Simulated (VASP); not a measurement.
# InHO2 (Pnnm) in VASP: further runs

InHO2 is run at these levels: r2SCAN+D3(BJ); tasks: single point.

Program: VASP 6.6.1. These are calculated values, not measurements. Logs are shortened: lines on timing, memory, paths and dates and some standing lists are left out, and cuts for length are marked.

## 1. The cell of the first run

It takes space group Pnnm (No. 58, orthorhombic). Conventional cell: a = 4.524 Å, b = 5.281 Å, c = 3.289 Å, α = 90.00°, β = 90.00°, γ = 90.00°. In (site symmetry 2/m) has 6 O at 2.19 Å and 6 H at 2.64 to 2.80 Å within 2.9 Å. H (site symmetry 2/m) has 2 O at 1.21 Å within 1.6 Å. Within 1.6 Å of O (site symmetry m) lie 1 H at 1.21 Å.

## 2. Single point, r2SCAN+D3(BJ)

File POSCAR:

```
InHO2
1.0
    4.5239330000      0.0000000000      0.0000000000
    0.0000000000      5.2805790000      0.0000000000
    0.0000000000      0.0000000000      3.2885050000
In H O
2 2 4
Direct
    0.5000000000      0.5000000000      0.5000000000
    0.0000000000      0.0000000000      0.0000000000
    0.5000000000      0.0000000000      0.5000000000
    0.0000000000      0.5000000000      0.0000000000
    0.2796560000      0.8693690000      0.5000000000
    0.7203440000      0.1306310000      0.5000000000
    0.2203440000      0.3693690000      0.0000000000
    0.7796560000      0.6306310000      0.0000000000
```

File INCAR.step1:

```
SYSTEM = InHO2
ALGO     = Normal         ! electronic algorithm
EDIFF    = 1E-4           ! SCF threshold, eV
ENCUT    = 520            ! plane-wave cutoff, eV
GGA      = PE             ! functional
ISMEAR   = 0              ! smearing method
LASPH    = .TRUE.         ! aspherical terms in the spheres
LCHARG   = .FALSE.        ! write CHGCAR
LREAL    = .FALSE.        ! projectors in reciprocal space
LWAVE    = .TRUE.         ! write WAVECAR
NBANDS   = 36             ! bands
NELM     = 100            ! most SCF steps
PREC     = Accurate       ! precision mode
SIGMA    = 0.01           ! smearing width, eV
```

File INCAR.step2:

```
SYSTEM = InHO2
ALGO     = Normal         ! electronic algorithm
EDIFF    = 1E-6           ! SCF threshold, eV
ENCUT    = 520            ! plane-wave cutoff, eV
ISIF     = 2              ! what is computed and relaxed
ISMEAR   = 0              ! smearing method
ISTART   = 1            
IVDW     = 12             ! dispersion correction
LASPH    = .TRUE.         ! aspherical terms in the spheres
LCHARG   = .FALSE.        ! write CHGCAR
LMIXTAU  = .TRUE.       
LREAL    = .FALSE.        ! projectors in reciprocal space
LWAVE    = .FALSE.        ! write WAVECAR
METAGGA  = R2SCAN         ! meta-GGA
NBANDS   = 36             ! bands
NELM     = 100            ! most SCF steps
PREC     = Accurate       ! precision mode
SIGMA    = 0.01           ! smearing width, eV
VDW_A1   = 0.49484001   
VDW_A2   = 5.73083694   
VDW_S6   = 1.0          
VDW_S8   = 0.78981345
```

File KPOINTS:

```
k-points
0
G
  4 4 6
  0 0 0
```

Potentials or basis: VASP PAW PBE potentials, release 64 (In_d, H, O).

Started as:

```sh
> cat potpaw_PBE.64/In_d/POTCAR potpaw_PBE.64/H/POTCAR potpaw_PBE.64/O/POTCAR > POTCAR
> cp INCAR.step1 INCAR
> mpirun -np 1 vasp_std > vasp.out
> cp INCAR.step2 INCAR
> mpirun -np 1 vasp_std > vasp.out
```

OUTCAR:

```text
SYSTEM = InHO2
   EDIFF = 1E-6
   ENCUT = 520
   ISIF = 2
   ISMEAR = 0
   ISTART = 1
   IVDW = 12
   LASPH = .TRUE.
   LREAL = .FALSE.
   METAGGA = R2SCAN
   NELM = 100
   PREC = Accurate
 IVDW          = 12

 ion  position               nearest neighbor table
   1  0.500  0.500  0.500-   7 2.19   8 2.19   7 2.19   8 2.19   5 2.19   6 2.19   2 3.85   2 3.85
                             2 3.85   2 3.85   2 3.85   2 3.85   2 3.85   2 3.85
   2  0.000  0.000  0.000-   5 2.19   6 2.19   5 2.19   6 2.19   7 2.19   8 2.19   1 3.85   1 3.85
                             1 3.85   1 3.85   1 3.85   1 3.85   1 3.85   1 3.85
   3  0.500  0.000  0.500-   5 1.21   6 1.21
   4  0.000  0.500  0.000-   7 1.21   8 1.21
   5  0.280  0.869  0.500-   3 1.21   2 2.19   2 2.19   1 2.19
   6  0.720  0.131  0.500-   3 1.21   2 2.19   2 2.19   1 2.19
   7  0.220  0.369  0.000-   4 1.21   1 2.19   1 2.19   2 2.19
   8  0.780  0.631  0.000-   4 1.21   1 2.19   1 2.19   2 2.19

  LATTYP: Found a simple orthorhombic cell.
 ALAT       =     3.2885050000
 B/A-ratio  =     1.3756807425
 C/A-ratio  =     1.6057688828

  Lattice vectors:

 A1 = (   0.0000000000,   0.0000000000,   3.2885050000)
 A2 = (   4.5239330000,   0.0000000000,   0.0000000000)
 A3 = (   0.0000000000,   5.2805790000,   0.0000000000)

Analysis of symmetry for initial positions (statically):
=====================================================================
 Subroutine PRICEL returns:
 Original cell was already a primitive cell.

 Routine SETGRP: Setting up the symmetry group for a
 simple orthorhombic supercell.

 Subroutine GETGRP returns: Found  8 space group operations
 (whereof  4 operations were pure point group operations)
 out of a pool of  8 trial point group operations.

The static configuration has the point symmetry C_2h.
 The point group associated with its full space group is D_2h.

Analysis of symmetry for dynamics (positions and initial velocities):
=====================================================================
 Subroutine PRICEL returns:
 Original cell was already a primitive cell.

 Routine SETGRP: Setting up the symmetry group for a
 simple orthorhombic supercell.

 Subroutine GETGRP returns: Found  8 space group operations
 (whereof  4 operations were pure point group operations)
 out of a pool of  8 trial point group operations.

The dynamic configuration has the point symmetry C_2h.
 The point group associated with its full space group is D_2h.

 Subroutine INISYM returns: Found  8 space group operations
 (whereof  4 operations are pure point group operations),
 and found     1 'primitive' translations

----------------------------------------------------------------------------------------

                                     Primitive cell

  volume of cell :      78.5590

  direct lattice vectors                    reciprocal lattice vectors
     4.523933000  0.000000000  0.000000000     0.221046598  0.000000000  0.000000000
     0.000000000  5.280579000  0.000000000     0.000000000  0.189373173  0.000000000
     0.000000000  0.000000000  3.288505000     0.000000000  0.000000000  0.304089548

  length of vectors
     4.523933000  5.280579000  3.288505000     0.221046598  0.189373173  0.304089548

  position of ions in fractional coordinates (direct lattice)
     0.500000000  0.500000000  0.500000000
     0.000000000  0.000000000  0.000000000
     0.500000000  0.000000000  0.500000000
     0.000000000  0.500000000  0.000000000
     0.279656000  0.869369000  0.500000000
     0.720344000  0.130631000  0.500000000
     0.220344000  0.369369000  0.000000000
     0.779656000  0.630631000  0.000000000

  ion indices of the primitive-cell ions
   primitive index   ion index
                 1           1
                 2           2
                 3           3
                 4           4
                 5           5
                 6           6
                 7           7
                 8           8

----------------------------------------------------------------------------------------

 KPOINTS: k-points

Automatic generation of k-mesh.
 Grid dimensions read from file:
 generate k-points for:    4    4    6

 Generating k-lattice:

  Cartesian coordinates                     Fractional coordinates (reciprocal lattice)
     0.055261650  0.000000000  0.000000000     0.250000000  0.000000000  0.000000000
     0.000000000  0.047343293  0.000000000     0.000000000  0.250000000  0.000000000
     0.000000000  0.000000000  0.050681591     0.000000000  0.000000000  0.166666667

  Length of vectors
     0.055261650  0.047343293  0.050681591

  Shift w.r.t. Gamma in fractional coordinates (k-lattice)
     0.000000000  0.000000000  0.000000000

 Subroutine IBZKPT returns following result:
 ===========================================

 Found     36 irreducible k-points:

 Following reciprocal coordinates:
            Coordinates               Weight
  0.000000  0.000000  0.000000      1.000000
  0.250000  0.000000  0.000000      2.000000
  0.500000  0.000000  0.000000      1.000000
  0.000000  0.250000  0.000000      2.000000
  0.250000  0.250000  0.000000      4.000000
  0.500000  0.250000  0.000000      2.000000
[... 16 lines left out ...]
  0.250000  0.250000  0.333333      8.000000
  0.500000  0.250000  0.333333      4.000000
 [... further k-points ...]
   k-points           NKPTS =     36   k-points in BZ     NKDIM =     36   number of bands    NBANDS=     36
   number of dos      NEDOS =    301   number of ions     NIONS =      8
   total plane-waves  NPLWV =  34560
   dimension x,y,z NGX =    36 NGY =   40 NGZ =   24
   dimension x,y,z NGXF=    72 NGYF=   80 NGZF=   48
   ions per type =               2   2   4
   NGX,Y,Z   is equivalent  to a cutoff of  13.23, 12.59, 12.13 a.u.
   NGXF,Y,Z  is equivalent  to a cutoff of  26.46, 25.19, 24.27 a.u.
 SYSTEM =  InHO2
   PREC   = accura    normal or accurate (medium, high low for compatibility)
   ISTART =      1    job   : 0-new  1-cont  2-samecut
   ICHARG =      0    charge: 1-file 2-atom 10-const
   ISPIN  =      1    spin polarized calculation?
   LNONCOLLINEAR =      F non collinear calculations
   LSORBIT =      F    spin-orbit coupling
   LASPH  =      T    aspherical Exc in radial PAW
   ENCUT  =  520.0 eV  38.22 Ry    6.18 a.u.   8.41  9.82  6.11*2*pi/ulx,y,z
   NELM   =    100;   NELMIN=  2; NELMDL=  0     # of ELM steps
   EDIFF  = 0.1E-05   stopping-criterion for ELM
   LREAL  =      F    real-space projection
   EDIFFG = 0.1E-04   stopping-criterion for IOM
   NSW    =      0    number of steps for IOM
   IBRION =     -1    ionic relax: 0-MD 1-quasi-New 2-CG
   NFREE  =      0    steps in history (QN), initial steepest desc. (CG)
   ISIF   =      2    stress and relaxation
   ISYM   =      2    0-nonsym 1-usesym 2-fastsym
   POTIM  = 0.5000    time-step for ionic-motion
   TEBEG  =    0.0;   TEEND  =   0.0 temperature during run
   PSTRESS=    0.0 pullay stress
   NELECT =      52.0000    total number of electrons
   NUPDOWN=      -1.0000    fix difference up-down
   EMIN   =  10.00;   EMAX   =-10.00  energy-range for DOS
   EFERMI =   0.00;   METHOD = LEGACY
   ISMEAR =     0;   SIGMA  =   0.01  broadening in eV -4-tet -1-fermi 0-gaus
   EFERMI_NEDOS =   21; number of points for ismear=-14 and -15
   IALGO  =     38    algorithm
   IMIX   =      4    mixing-type and parameters
     AMIX     =   0.40;   BMIX     =  1.00
     AMIX_MAG =   1.60;   BMIX_MAG =  1.00
  volume/ion in A,a.u.               =       9.82        66.27
  Fermi-wavevector in a.u.,A,eV,Ry     =   1.426737  2.696142 27.695720  2.035578
  Thomas-Fermi vector in A             =   2.546982
   LORBIT       =      0    0 simple, 1 ext, 2 COOP (PROOUT), +10 PAW based schemes
   METAGGA = R2SCAN    functional components
   LHFCALC =     F    Hartree Fock is set to
   AEXX    =    0.0000 exact exchange contribution
   IVDW    =    12    specifies the selected vdW correction
   LEPSILON=     F    determine dielectric tensor
   LRPA    =     F    only Hartree local field effects (RPA)
 non-spin polarized calculation
 Gauss-broadening in eV      SIGMA  =   0.01
  energy-cutoff  :      520.00
  volume of cell :       78.56
 maximum number of plane-waves:      2152
 NGX is ok and might be reduce to    36
   NGX = 17   NGY = 19   NGZ = 13

 number of electron      52.0000002 magnetization

 Free energy of the ion-electron system (eV)
  ---------------------------------------------------
  ext. energy  EPLUGINS =         0.00000000
  ---------------------------------------------------
  free energy    TOTEN  =       -88.48520091 eV

  energy without entropy =      -88.48520091  energy(sigma->0) =      -88.48520091

 E-fermi :   4.2083     XC(G=0): -11.7022

 val. band max:        4.1364638099   @ k =   0.0000   0.0000   0.0000
 cond. band min:       6.7982351283   @ k =   0.0000   0.0000   0.0000
 fundamental gap:      2.6617713184
 Fermi energy:         4.2082772070

 k-point     1 :       0.0000    0.0000    0.0000
  band No.  band energies     occupation
      1     -15.1884      2.00000
      2     -14.5204      2.00000
      3     -12.9910      2.00000
      4     -12.9246      2.00000
      5      -8.5344      2.00000
      6      -8.3077      2.00000
[... 28 lines left out ...]
     35      17.8471      0.00000
     36      18.2596      0.00000

 k-point     2 :       0.2500    0.0000    0.0000
  band No.  band energies     occupation
      1     -14.9768      2.00000
      2     -14.4299      2.00000
      3     -13.2254      2.00000
      4     -13.1848      2.00000
      5      -8.3523      2.00000
      6      -8.2487      2.00000
[... 28 lines left out ...]
     35      18.3179      0.00000
     36      18.4556      0.00000

 k-point     3 :       0.5000    0.0000    0.0000
  band No.  band energies     occupation
      1     -14.5108      2.00000
      2     -14.5108      2.00000
      3     -13.4880      2.00000
      4     -13.4880      2.00000
      5      -8.2399      2.00000
      6      -8.2399      2.00000
[... 28 lines left out ...]
     35      18.6689      0.00000
     36      18.6689      0.00000
[... 742 lines left out ...]
 k-point    23 :       0.2500    0.2500    0.3333
  band No.  band energies     occupation
      1     -14.6202      2.00000
      2     -14.4336      2.00000
      3     -13.2938      2.00000
      4     -13.2620      2.00000
      5      -8.3051      2.00000
      6      -8.1643      2.00000
[... 28 lines left out ...]
     35      16.8325      0.00000
     36      18.3474      0.00000

 k-point    24 :       0.5000    0.2500    0.3333
  band No.  band energies     occupation
      1     -14.5175      2.00000
      2     -14.5175      2.00000
      3     -13.2678      2.00000
      4     -13.2678      2.00000
      5      -8.1835      2.00000
      6      -8.1835      2.00000
[... 28 lines left out ...]
     35      17.6244      0.00000
     36      17.6244      0.00000

 [... further k-points ...]

------------------------ aborting loop because EDIFF is reached ----------------------------------------

 Edisp (eV)   -0.63452

 E8    (eV) :    -0.1899

  FORCE on cell =-STRESS in cart. coord.  units (eV):
  Direction    XX          YY          ZZ          XY          YZ          ZX
  --------------------------------------------------------------------------------------
  -------------------------------------------------------------------------------------
  Total      -0.49736    -0.58079    -0.46755     0.00000     0.00000     0.00000
  in kB     -10.14348   -11.84496    -9.53552     0.00000     0.00000     0.00000
  external pressure =      -10.51 kB  Pullay stress =        0.00 kB

 VOLUME and BASIS-vectors are now :
 -----------------------------------------------------------------------------
  energy-cutoff  :      520.00
  volume of cell :       78.56
      direct lattice vectors                 reciprocal lattice vectors
     4.523933000  0.000000000  0.000000000     0.221046598  0.000000000  0.000000000
     0.000000000  5.280579000  0.000000000     0.000000000  0.189373173  0.000000000
     0.000000000  0.000000000  3.288505000     0.000000000  0.000000000  0.304089548

 POSITION                                       TOTAL-FORCE (eV/Angst)
 -----------------------------------------------------------------------------------
      2.26197      2.64029      1.64425         0.000000      0.000000      0.000000
      0.00000      0.00000      0.00000         0.000000      0.000000      0.000000
      2.26197      0.00000      1.64425         0.000000      0.000000      0.000000
      0.00000      2.64029      0.00000         0.000000      0.000000      0.000000
      1.26515      4.59077      1.64425         0.017402     -0.007952      0.000000
      3.25879      0.68981      1.64425        -0.017402      0.007952     -0.000000
      0.99682      1.95048      0.00000        -0.017402     -0.007952     -0.000000
      3.52711      3.33010      0.00000         0.017402      0.007952      0.000000
 -----------------------------------------------------------------------------------
    total drift:                                0.000000     -0.000000      0.000000

  FREE ENERGIE OF THE ION-ELECTRON SYSTEM (eV)
  ---------------------------------------------------
  free  energy   TOTEN  =       -89.1197170483 eV

  energy  without entropy=      -89.1197170483  energy(sigma->0) =      -89.11971705
```

Wall time 2.4 min (1 thread of Intel Xeon 6975P-C (Granite Rapids), shared host); peak memory 0.24 GiB.

What came out:

- Free energy: -89.1197 eV
- Pressure: -1.1 GPa
- Largest force: 0.019 eV/Å
- Band gap on the k mesh: 2.66 eV, direct
- Dispersion energy per atom: -0.079 eV

Forces in eV/Å, atoms in the order of the input:
```
In   0.000  0.000  0.000
In   0.000  0.000  0.000
H    0.000  0.000  0.000
H    0.000  0.000  0.000
O    0.017 -0.008  0.000
O   -0.017  0.008  0.000
O   -0.017 -0.008  0.000
O    0.017  0.008  0.000
```

Levels at points of the mesh, in eV from the valence-band top:
```tsv
k point	band 23	band 24	band 25	band 26	band 27	band 28	band 29	band 30
(0.00, 0.00, 0.00)	-0.25	-0.20	-0.07	0.00	2.66	7.54	8.00	9.16
(0.50, 0.00, 0.00)	-0.56	-0.56	-0.47	-0.47	5.45	5.45	7.75	7.75
(0.00, 0.50, 0.00)	-0.67	-0.67	-0.03	-0.03	5.53	5.53	10.03	10.03
(0.50, 0.50, 0.00)	-0.57	-0.57	-0.19	-0.19	6.52	6.52	7.26	7.26
(0.00, 0.00, 0.50)	-1.65	-1.65	-0.37	-0.37	7.30	7.30	10.09	10.09
(0.50, 0.00, 0.50)	-0.59	-0.59	-0.16	-0.16	7.50	7.50	9.90	9.90
(0.00, 0.50, 0.50)	-0.47	-0.47	-0.11	-0.11	7.59	7.59	8.30	8.30
(0.50, 0.50, 0.50)	-1.10	-1.10	-0.47	-0.47	6.84	6.84	9.52	9.52
```

Caveat: three body term missing; the PAW data sets were made with another functional, which shifts forces and pressure a little; spin-orbit coupling is left out, which moves the levels of the heavy elements.

## 3. Single point, r2SCAN+D3(BJ)

POSCAR is that of step 2.

File INCAR.step1:

```
ALGO = Normal
EDIFF = 1E-4
ENCUT = 520
GGA = PE
ISMEAR = 0
LASPH = True
LCHARG = False
LREAL = False
LWAVE = True
NBANDS = 36
NELM = 80
PREC = Accurate
SIGMA = 0.01
```

File INCAR.step2:

```
ALGO = Normal
EDIFF = 1E-6
ENCUT = 520
ISIF = 2
ISMEAR = 0
ISTART = 1
IVDW = 12
LASPH = True
LCHARG = False
LMIXTAU = True
LREAL = False
LWAVE = False
METAGGA = R2SCAN
NBANDS = 36
NELM = 80
PREC = Accurate
SIGMA = 0.01
VDW_A1 = 0.49484001
VDW_A2 = 5.73083694
VDW_S6 = 1.0
VDW_S8 = 0.78981345
```

File KPOINTS:

```
k-points
0
Gamma
  4 4 6
```

Potentials or basis: VASP PAW PBE potentials, release 64 (In_d, H, O).

Started as:

```sh
> cat potpaw_PBE.64/In_d/POTCAR potpaw_PBE.64/H/POTCAR potpaw_PBE.64/O/POTCAR > POTCAR
> cp INCAR.step1 INCAR
> mpirun -np 1 vasp_std > vasp.out
> cp INCAR.step2 INCAR
> mpirun -np 1 vasp_std > vasp.out
```

Run time: 2.4 min. Hardware: 1 thread of Intel Xeon 6975P-C (Granite Rapids), shared host; peak memory 0.24 GiB.

The run converged. Its results:

| Quantity | Value |
| --- | --- |
| Free energy | -89.1197 eV |
| Pressure | -1.1 GPa |
| Largest force | 0.019 eV/Å |
| Band gap on the k mesh | 2.66 eV, direct |
| Dispersion energy per atom | -0.079 eV |

Forces in eV/Å, atoms in the order of the input:
```
In   0.000  0.000  0.000
In   0.000  0.000  0.000
H    0.000  0.000  0.000
H    0.000  0.000  0.000
O    0.017 -0.008  0.000
O   -0.017  0.008  0.000
O   -0.017 -0.008  0.000
O    0.017  0.008  0.000
```

Stress tensor (GPa, compression positive):
```
-1.01  0.00  0.00
 0.00 -1.18  0.00
 0.00  0.00 -0.95
```

Levels at points of the mesh, in eV from the valence-band top:
| k point | band 24 | band 25 | band 26 | band 27 | band 28 | band 29 |
| --- | --- | --- | --- | --- | --- | --- |
| (0.00, 0.00, 0.00) | -0.20 | -0.07 | 0.00 | 2.66 | 7.54 | 8.00 |
| (0.50, 0.00, 0.00) | -0.56 | -0.47 | -0.47 | 5.45 | 5.45 | 7.75 |
| (0.00, 0.50, 0.00) | -0.67 | -0.03 | -0.03 | 5.53 | 5.53 | 10.03 |
| (0.50, 0.50, 0.00) | -0.57 | -0.19 | -0.19 | 6.52 | 6.52 | 7.26 |
| (0.00, 0.00, 0.50) | -1.65 | -0.37 | -0.37 | 7.30 | 7.30 | 10.09 |
| (0.50, 0.00, 0.50) | -0.59 | -0.16 | -0.16 | 7.50 | 7.50 | 9.90 |
| (0.00, 0.50, 0.50) | -0.47 | -0.11 | -0.11 | 7.59 | 7.59 | 8.30 |
| (0.50, 0.50, 0.50) | -1.10 | -0.47 | -0.47 | 6.84 | 6.84 | 9.52 |

Caveat: three body term missing; the PAW data sets were made with another functional, which shifts forces and pressure a little; spin-orbit coupling is left out, which moves the levels of the heavy elements.
